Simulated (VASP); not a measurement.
# AlN (R3m) in VASP: a series of runs

AlN is run at these levels: PBE; tasks: single point.

Program: VASP 6.6.1. These are calculated values, not measurements. Logs are shortened: lines on timing, memory, paths and dates and some standing lists are left out, and cuts for length are marked.

### Step 1. The cell of the first run

Symmetry: R3m, No. 160, trigonal system. The conventional cell has a = 3.089 Å, b = 3.089 Å, c = 7.566 Å, α = 90.00°, β = 90.00°, γ = 120.00°. Al (site symmetry 3m) has 4 N at 1.86 to 1.99 Å within 2.5 Å. N (site symmetry 3m) has 4 Al at 1.86 to 1.99 Å within 2.5 Å.

### Step 2. Single point, PBE (all Al atoms moved +0.100 Å, as atom 1 along Cartesian [1 1 1])

Contents of INCAR:

```
PREC     = Accurate       # precision mode
ENCUT    = 520            # plane-wave cutoff, eV
EDIFF    = 1E-7           # SCF threshold, eV
ISMEAR   = 0              # smearing method
SIGMA    = 0.05           # smearing width, eV
LREAL    = False          # projectors in reciprocal space
LASPH    = True           # aspherical terms in the spheres
NELM     = 100            # most SCF steps
ALGO     = Normal         # electronic algorithm
ISIF     = 2              # what is computed and relaxed
LWAVE    = False          # write WAVECAR
LCHARG   = True           # write CHGCAR
GGA      = PE             # functional
LELF     = True           # ELF
LVHAR    = True         
NBANDS   = 11             # bands
```

Contents of KPOINTS:

```
Automatic mesh
0
Gamma
  10 10 10
```

Contents of POSCAR:

```
AlN
1.0
    0.0000000000      2.1839935596      2.1839935596
    2.1839935596      0.0000000000      2.1839935596
    2.1839935596      2.1839935596      0.0000000000
Al N
1 1
Direct
    0.0132177649      0.0132177649      0.0132177649
    0.7500000000      0.7500000000      0.7500000000
```

Potentials or basis: VASP PAW PBE potentials, release 64 (Al, N).

Launch:

```bash
cat potpaw_PBE.64/Al/POTCAR potpaw_PBE.64/N/POTCAR > POTCAR
mpirun -np 1 vasp_std > vasp.out
```

OUTCAR:

```text
PREC = Accurate
   ENCUT = 520
   EDIFF = 1E-7
   ISMEAR = 0
   LREAL = False
   LASPH = True
   NELM = 100
   ISIF = 2
   GGA = PE

 ion  position               nearest neighbor table
   1  0.013  0.013  0.013-   2 1.86   2 1.86   2 1.86   2 1.99
   2  0.750  0.750  0.750-   1 1.86   1 1.86   1 1.86   1 1.99

  LATTYP: Found a face centered cubic cell.
 ALAT       =     4.3679871192

  Lattice vectors:

 A1 = (   0.0000000000,   2.1839935596,   2.1839935596)
 A2 = (   2.1839935596,   0.0000000000,   2.1839935596)
 A3 = (   2.1839935596,   2.1839935596,   0.0000000000)

Analysis of symmetry for initial positions (statically):
=====================================================================
 Subroutine PRICEL returns:
 Original cell was already a primitive cell.

 Routine SETGRP: Setting up the symmetry group for a
 face centered cubic supercell.

 Subroutine GETGRP returns: Found  6 space group operations
 (whereof  6 operations were pure point group operations)
 out of a pool of 48 trial point group operations.

The static configuration has the point symmetry C_3v.

Analysis of symmetry for dynamics (positions and initial velocities):
=====================================================================
 Subroutine PRICEL returns:
 Original cell was already a primitive cell.

 Routine SETGRP: Setting up the symmetry group for a
 face centered cubic supercell.

 Subroutine GETGRP returns: Found  6 space group operations
 (whereof  6 operations were pure point group operations)
 out of a pool of 48 trial point group operations.

The dynamic configuration has the point symmetry C_3v.

 Subroutine INISYM returns: Found  6 space group operations
 (whereof  6 operations are pure point group operations),
 and found     1 'primitive' translations

----------------------------------------------------------------------------------------

                                     Primitive cell

  volume of cell :      20.8345

  direct lattice vectors                    reciprocal lattice vectors
     0.000000000  2.183993560  2.183993560    -0.228938404  0.228938404  0.228938404
     2.183993560  0.000000000  2.183993560     0.228938404 -0.228938404  0.228938404
     2.183993560  2.183993560  0.000000000     0.228938404  0.228938404 -0.228938404

  length of vectors
     3.088633312  3.088633312  3.088633312     0.396532948  0.396532948  0.396532948

  position of ions in fractional coordinates (direct lattice)
     0.013217765  0.013217765  0.013217765
     0.750000000  0.750000000  0.750000000

  ion indices of the primitive-cell ions
   primitive index   ion index
                 1           1
                 2           2

----------------------------------------------------------------------------------------

 KPOINTS: Automatic mesh

Automatic generation of k-mesh.
 Grid dimensions read from file:
 generate k-points for:   10   10   10

 Generating k-lattice:

  Cartesian coordinates                     Fractional coordinates (reciprocal lattice)
    -0.022893840  0.022893840  0.022893840     0.100000000  0.000000000  0.000000000
     0.022893840 -0.022893840  0.022893840     0.000000000  0.100000000  0.000000000
     0.022893840  0.022893840 -0.022893840     0.000000000  0.000000000  0.100000000

  Length of vectors
     0.039653295  0.039653295  0.039653295

  Shift w.r.t. Gamma in fractional coordinates (k-lattice)
     0.000000000  0.000000000  0.000000000

 Subroutine IBZKPT returns following result:
 ===========================================

 Found    116 irreducible k-points:

 Following reciprocal coordinates:
            Coordinates               Weight
  0.000000  0.000000  0.000000      1.000000
  0.100000  0.000000  0.000000      6.000000
  0.100000  0.100000  0.100000      2.000000
  0.200000  0.000000  0.000000      6.000000
  0.200000  0.200000  0.200000      2.000000
  0.300000  0.000000  0.000000      6.000000
[... 16 lines left out ...]
  0.100000  0.100000 -0.400000      6.000000
  0.500000  0.400000  0.500000      6.000000
 [... further k-points ...]
   k-points           NKPTS =    116   k-points in BZ     NKDIM =    116   number of bands    NBANDS=     11
   number of dos      NEDOS =    301   number of ions     NIONS =      2
   total plane-waves  NPLWV =  13824
   dimension x,y,z NGX =    24 NGY =   24 NGZ =   24
   dimension x,y,z NGXF=    48 NGYF=   48 NGZF=   48
   ions per type =               1   1
   NGX,Y,Z   is equivalent  to a cutoff of  12.92, 12.92, 12.92 a.u.
   NGXF,Y,Z  is equivalent  to a cutoff of  25.84, 25.84, 25.84 a.u.
 SYSTEM =  unknown system
   PREC   = accura    normal or accurate (medium, high low for compatibility)
   ISTART =      0    job   : 0-new  1-cont  2-samecut
   ICHARG =      2    charge: 1-file 2-atom 10-const
   ISPIN  =      1    spin polarized calculation?
   LNONCOLLINEAR =      F non collinear calculations
   LSORBIT =      F    spin-orbit coupling
   LASPH  =      T    aspherical Exc in radial PAW
   ENCUT  =  520.0 eV  38.22 Ry    6.18 a.u.   5.74  5.74  5.74*2*pi/ulx,y,z
   NELM   =    100;   NELMIN=  2; NELMDL= -5     # of ELM steps
   EDIFF  = 0.1E-06   stopping-criterion for ELM
   LREAL  =      F    real-space projection
   EDIFFG = 0.1E-05   stopping-criterion for IOM
   NSW    =      0    number of steps for IOM
   IBRION =     -1    ionic relax: 0-MD 1-quasi-New 2-CG
   NFREE  =      0    steps in history (QN), initial steepest desc. (CG)
   ISIF   =      2    stress and relaxation
   ISYM   =      2    0-nonsym 1-usesym 2-fastsym
   POTIM  = 0.5000    time-step for ionic-motion
   TEBEG  =    0.0;   TEEND  =   0.0 temperature during run
   PSTRESS=    0.0 pullay stress
   NELECT =       8.0000    total number of electrons
   NUPDOWN=      -1.0000    fix difference up-down
   EMIN   =  10.00;   EMAX   =-10.00  energy-range for DOS
   EFERMI =   0.00;   METHOD = LEGACY
   ISMEAR =     0;   SIGMA  =   0.05  broadening in eV -4-tet -1-fermi 0-gaus
   EFERMI_NEDOS =   21; number of points for ismear=-14 and -15
   IALGO  =     38    algorithm
   IMIX   =      4    mixing-type and parameters
     AMIX     =   0.40;   BMIX     =  1.00
     AMIX_MAG =   1.60;   BMIX_MAG =  1.00
  volume/ion in A,a.u.               =      10.42        70.30
  Fermi-wavevector in a.u.,A,eV,Ry     =   1.189899  2.248583 19.263943  1.415860
  Thomas-Fermi vector in A             =   2.325996
   LORBIT       =      0    0 simple, 1 ext, 2 COOP (PROOUT), +10 PAW based schemes
   GGA     = PE    functional components
   LHFCALC =     F    Hartree Fock is set to
   AEXX    =    0.0000 exact exchange contribution
   IVDW    =     0    specifies the selected vdW correction
   LEPSILON=     F    determine dielectric tensor
   LRPA    =     F    only Hartree local field effects (RPA)
 non-spin polarized calculation
 Gauss-broadening in eV      SIGMA  =   0.05
  energy-cutoff  :      520.00
  volume of cell :       20.83
 maximum number of plane-waves:       571
   NGX = 11   NGY = 11   NGZ = 11

 number of electron       8.0000000 magnetization

 Free energy of the ion-electron system (eV)
  ---------------------------------------------------
  ext. energy  EPLUGINS =         0.00000000
  ---------------------------------------------------
  free energy    TOTEN  =       -14.77800347 eV

  energy without entropy =      -14.77800347  energy(sigma->0) =      -14.77800347

 E-fermi :   6.5800     XC(G=0): -10.9330

 val. band max:        6.2670944316   @ k =   0.0000   0.0000   0.0000
 cond. band min:       9.2845074554   @ k =   0.5000   0.5000   0.0000
 fundamental gap:      3.0174130238
 Fermi energy:         6.5799627743

 k-point     1 :       0.0000    0.0000    0.0000
  band No.  band energies     occupation
      1      -9.0142      2.00000
      2       5.8137      2.00000
      3       5.8137      2.00000
      4       6.2671      2.00000
      5      10.1416      0.00000
      6      18.5144      0.00000
      7      18.5455      0.00000
      8      18.5455      0.00000
      9      23.6163      0.00000
     10      23.6163      0.00000
     11      24.6400      0.00000

 k-point     2 :       0.1000    0.0000    0.0000
  band No.  band energies     occupation
      1      -8.8676      2.00000
      2       5.0540      2.00000
      3       5.7647      2.00000
      4       6.1816      2.00000
      5      10.7832      0.00000
      6      18.0614      0.00000
      7      18.7175      0.00000
      8      18.7232      0.00000
      9      22.3246      0.00000
     10      22.3800      0.00000
     11      24.3523      0.00000

 k-point     3 :       0.1000    0.1000    0.1000
  band No.  band energies     occupation
      1      -8.8691      2.00000
      2       5.3968      2.00000
      3       5.7633      2.00000
      4       5.7633      2.00000
      5      10.8612      0.00000
      6      18.1245      0.00000
      7      18.6400      0.00000
      8      18.6400      0.00000
      9      22.5335      0.00000
     10      22.5335      0.00000
     11      23.9968      0.00000

 k-point     4 :       0.2000    0.0000    0.0000
  band No.  band energies     occupation
      1      -8.4503      2.00000
      2       3.4830      2.00000
      3       5.6424      2.00000
      4       6.0364      2.00000
      5      11.8898      0.00000
      6      17.2654      0.00000
      7      18.5543      0.00000
      8      18.7502      0.00000
      9      21.7276      0.00000
     10      21.9093      0.00000
     11      23.4416      0.00000
[... 239 lines left out ...]
 k-point    22 :       0.5000    0.1000    0.0000
  band No.  band energies     occupation
      1      -6.9159      2.00000
      2       0.2829      2.00000
      3       4.9463      2.00000
      4       5.5163      2.00000
      5      13.6384      0.00000
      6      14.8282      0.00000
      7      17.4835      0.00000
      8      17.9063      0.00000
      9      23.8361      0.00000
     10      25.3000      0.00000
     11      26.3476      0.00000

 k-point    23 :       0.1000    0.1000   -0.4000
  band No.  band energies     occupation
      1      -6.9157      2.00000
      2       0.2775      2.00000
      3       5.2121      2.00000
      4       5.2416      2.00000
      5      13.6356      0.00000
      6      14.8615      0.00000
      7      17.6917      0.00000
      8      17.7132      0.00000
      9      23.6383      0.00000
     10      25.8689      0.00000
     11      25.9202      0.00000

 k-point    24 :       0.5000    0.4000    0.5000
  band No.  band energies     occupation
      1      -6.9452      2.00000
      2       0.4670      2.00000
      3       4.8960      2.00000
      4       5.1984      2.00000
      5      13.8010      0.00000
      6      14.8761      0.00000
      7      17.4768      0.00000
      8      17.8001      0.00000
      9      23.9900      0.00000
     10      25.2397      0.00000
     11      26.1869      0.00000

 [... further k-points ...]
[... 5 lines left out ...]
  --------------------------------------------------------------------------------------
  -------------------------------------------------------------------------------------
  Total        0.7359809      0.7359809      0.7359809     -0.4249856     -0.4249856     -0.4249856
  in kB       56.5969527     56.5969527     56.5969527    -32.6814069    -32.6814069    -32.6814069
  external PRESSURE =      56.5969527 kB  Pullay stress =       0.0000000 kB

 VOLUME and BASIS-vectors are now :
 -----------------------------------------------------------------------------
  energy-cutoff  :      520.00
  volume of cell :       20.83
      direct lattice vectors                 reciprocal lattice vectors
     0.000000000  2.183993560  2.183993560    -0.228938404  0.228938404  0.228938404
     2.183993560  0.000000000  2.183993560     0.228938404 -0.228938404  0.228938404
     2.183993560  2.183993560  0.000000000     0.228938404  0.228938404 -0.228938404

 POSITION                                       TOTAL-FORCE (eV/Angst)
 -----------------------------------------------------------------------------------
      0.05774      0.05774      0.05774        -0.662598     -0.662598     -0.662598
      3.27599      3.27599      3.27599         0.662598      0.662598      0.662598
 -----------------------------------------------------------------------------------
    total drift:                                0.000066      0.000066      0.000066

  FREE ENERGIE OF THE ION-ELECTRON SYSTEM (eV)
  ---------------------------------------------------
  free  energy   TOTEN  =       -14.7780034702 eV

  energy  without entropy=      -14.7780034702  energy(sigma->0) =      -14.77800347
```

Run time: 17 s. Hardware: 1 thread of AMD EPYC 7R13 (Zen 3), shared host; peak memory 0.12 GiB.

Results:

```yaml
Free_energy: -14.7780 eV
Pressure: 5.7 GPa
Largest_force: 1.148 eV/Å
Band_gap_on_the_k_mesh: 3.02 eV, indirect (least direct gap 3.87 eV)
```

Forces on the atoms (eV/Å):
```
Al  -0.663 -0.663 -0.663
N    0.663  0.663  0.663
```

Stress tensor (GPa, compression positive):
```
 5.66 -3.27 -3.27
-3.27  5.66 -3.27
-3.27 -3.27  5.66
```

Caveat: the cell differs from its parent crystal (all Al atoms moved +0.100 Å, as atom 1 along Cartesian [1 1 1]); forces of over 1 eV/Å act on the atoms, so gaps and moduli don't describe the material at rest.

### Step 3. Single point, PBE (all Al atoms moved -0.050 Å, as atom 1 along Cartesian [1 1 1])

Contents of INCAR:

```
SYSTEM = AlN
PREC = Accurate
ENCUT = 520
EDIFF = 1E-7
ISMEAR = 0
SIGMA = 0.05
LREAL = .FALSE.
LASPH = .TRUE.
NELM = 100
ALGO = Normal
ISIF = 2
LWAVE = .FALSE.
LCHARG = .FALSE.
GGA = PE
NBANDS = 11
```

Contents of KPOINTS:

```
regular mesh
0
G
  10 10 10
  0 0 0
```

POSCAR, as its differences from that of step 2:

```diff
@@ -8,3 +8,3 @@
 Direct
-    0.0132177649      0.0132177649      0.0132177649
+   -0.0066088825     -0.0066088825     -0.0066088825
     0.7500000000      0.7500000000      0.7500000000
```

Potentials or basis: VASP PAW PBE potentials, release 64 (Al, N).

Launch:

```bash
cat potpaw_PBE.64/Al/POTCAR potpaw_PBE.64/N/POTCAR > POTCAR
mpirun -np 1 vasp_std > vasp.out
```

OUTCAR:

```text
SYSTEM = AlN
   PREC = Accurate
   ENCUT = 520
   EDIFF = 1E-7
   ISMEAR = 0
   LREAL = .FALSE.
   LASPH = .TRUE.
   NELM = 100
   ISIF = 2
   GGA = PE

 ion  position               nearest neighbor table
   1  0.993  0.993  0.993-   2 1.84   2 1.91   2 1.91   2 1.91
   2  0.750  0.750  0.750-   1 1.84   1 1.91   1 1.91   1 1.91

  LATTYP: Found a face centered cubic cell.
 ALAT       =     4.3679871192

  Lattice vectors:

 A1 = (   0.0000000000,   2.1839935596,   2.1839935596)
 A2 = (   2.1839935596,   0.0000000000,   2.1839935596)
 A3 = (   2.1839935596,   2.1839935596,   0.0000000000)

Analysis of symmetry for initial positions (statically):
=====================================================================
 Subroutine PRICEL returns:
 Original cell was already a primitive cell.

 Routine SETGRP: Setting up the symmetry group for a
 face centered cubic supercell.

 Subroutine GETGRP returns: Found  6 space group operations
 (whereof  6 operations were pure point group operations)
 out of a pool of 48 trial point group operations.

The static configuration has the point symmetry C_3v.

Analysis of symmetry for dynamics (positions and initial velocities):
[... 166 lines left out ...]
 k-point     1 :       0.0000    0.0000    0.0000
  band No.  band energies     occupation
      1      -9.0120      2.00000
      2       5.8153      2.00000
      3       6.0442      2.00000
      4       6.0442      2.00000
      5      10.1600      0.00000
      6      18.5185      0.00000
      7      18.5185      0.00000
      8      18.5570      0.00000
      9      23.6449      0.00000
     10      23.6449      0.00000
     11      24.9692      0.00000
[... 309 lines left out ...]
 k-point    24 :       0.5000    0.4000    0.5000
  band No.  band energies     occupation
      1      -6.9089      2.00000
      2       0.2607      2.00000
      3       5.0937      2.00000
      4       5.4086      2.00000
      5      13.6449      0.00000
      6      14.8632      0.00000
      7      17.5828      0.00000
      8      17.8027      0.00000
      9      23.7646      0.00000
     10      25.5658      0.00000
     11      26.1395      0.00000

 [... further k-points ...]
[... 5 lines left out ...]
  --------------------------------------------------------------------------------------
  -------------------------------------------------------------------------------------
  Total        0.6421128      0.6421128      0.6421128      0.3030542      0.3030542      0.3030542
  in kB       49.3784933     49.3784933     49.3784933     23.3048758     23.3048758     23.3048758
  external PRESSURE =      49.3784933 kB  Pullay stress =       0.0000000 kB

 VOLUME and BASIS-vectors are now :
 -----------------------------------------------------------------------------
  energy-cutoff  :      520.00
  volume of cell :       20.83
      direct lattice vectors                 reciprocal lattice vectors
     0.000000000  2.183993560  2.183993560    -0.228938404  0.228938404  0.228938404
     2.183993560  0.000000000  2.183993560     0.228938404 -0.228938404  0.228938404
     2.183993560  2.183993560  0.000000000     0.228938404  0.228938404 -0.228938404

 POSITION                                       TOTAL-FORCE (eV/Angst)
 -----------------------------------------------------------------------------------
      4.33912      4.33912      4.33912         0.478384      0.478384      0.478384
      3.27599      3.27599      3.27599        -0.478384     -0.478384     -0.478384
 -----------------------------------------------------------------------------------
    total drift:                               -0.000052     -0.000052     -0.000052

  FREE ENERGIE OF THE ION-ELECTRON SYSTEM (eV)
  ---------------------------------------------------
  free  energy   TOTEN  =       -14.8205467902 eV

  energy  without entropy=      -14.8205467902  energy(sigma->0) =      -14.82054679
```

OSZICAR:

```text
N       E                     dE             d eps       ncg     rms          rms(c)
DAV:   1     0.111066250121E+02    0.11107E+02   -0.38664E+03  2616   0.606E+02
DAV:   2    -0.163079111046E+02   -0.27415E+02   -0.26252E+02  3082   0.138E+02
DAV:   3    -0.172050882413E+02   -0.89718E+00   -0.89612E+00  3110   0.236E+01
DAV:   4    -0.172099925524E+02   -0.49043E-02   -0.49039E-02  2900   0.190E+00
DAV:   5    -0.172100536079E+02   -0.61055E-04   -0.61055E-04  3095   0.203E-01    0.864E+00
DAV:   6    -0.148310375775E+02    0.23790E+01   -0.11901E+01  3010   0.173E+01    0.283E+00
DAV:   7    -0.148271529011E+02    0.38847E-02   -0.17265E-01  2876   0.324E+00    0.206E+00
DAV:   8    -0.148219463629E+02    0.52065E-02   -0.28737E-02  2780   0.159E+00    0.582E-01
DAV:   9    -0.148204914780E+02    0.14549E-02   -0.42213E-03  3077   0.386E-01    0.232E-01
DAV:  10    -0.148205339283E+02   -0.42450E-04   -0.41235E-04  2756   0.133E-01    0.222E-02
DAV:  11    -0.148205466817E+02   -0.12753E-04   -0.12538E-05  2990   0.273E-02    0.105E-02
DAV:  12    -0.148205468158E+02   -0.13415E-06   -0.54179E-07  2903   0.569E-03    0.381E-03
DAV:  13    -0.148205467902E+02    0.25579E-07   -0.25251E-07  2759   0.299E-03
   1 F= -.14820547E+02 E0= -.14820547E+02  d E =-.555362E-15
```

Run time: 17 s. Hardware: 1 thread of AMD EPYC 7R13 (Zen 3), shared host; peak memory 0.12 GiB.

What came out:

```
Free energy            : -14.8205 eV
Pressure               : 4.9 GPa
Largest force          : 0.829 eV/Å
Band gap on the k mesh : 3.24 eV, indirect (least direct gap 4.12 eV)
```

Forces in eV/Å, atoms in the order of the input:
```
Al   0.478  0.478  0.478
N   -0.478 -0.478 -0.478
```

Stress tensor (GPa, compression positive):
```
4.94 2.33 2.33
2.33 4.94 2.33
2.33 2.33 4.94
```

Caveat: the cell differs from its parent crystal (all Al atoms moved -0.050 Å, as atom 1 along Cartesian [1 1 1]).
